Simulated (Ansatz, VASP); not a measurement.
## Ag2O: VASP beside Ansatz

```
Ag O
1.0
     4.81995    0.00000    0.00000
     0.00000    4.81995    0.00000
     0.00000    0.00000    4.81995
Ag O
4 2
Direct
  0.25000 0.25000 0.25000
  0.25000 0.75000 0.75000
  0.75000 0.75000 0.25000
  0.75000 0.25000 0.75000
  0.00000 0.00000 0.00000
  0.50000 0.50000 0.50000
```

Alike in both runs: functional r2SCAN; k mesh 7 × 7 × 7; occupations fermi-dirac, width 0.1 eV; no spin polarisation.

Ansatz relaxed the structure, and its values are those at the end. VASP's run is a single point on that final structure, the one shown.

```csv
,VASP,Ansatz
version,VASP 6.6.1,Ansatz 0.2.0
potentials or method,"VASP PAW PBE potentials, release 64 (Ag, O), cutoff 660 eV",PAW plane waves
valence electrons in the cell,56,88
```

```tsv
	VASP	Ansatz	Ansatz less VASP
pressure (GPa)	-3.1	-2.9	+0.19
```

VASP's potentials were made for PBE, not for r2SCAN. VASP's potentials hold 56 valence electrons a cell and Ansatz's 88, so a difference there can come from the potentials and not from the codes. Ansatz's warnings: stress scf threshold loose.
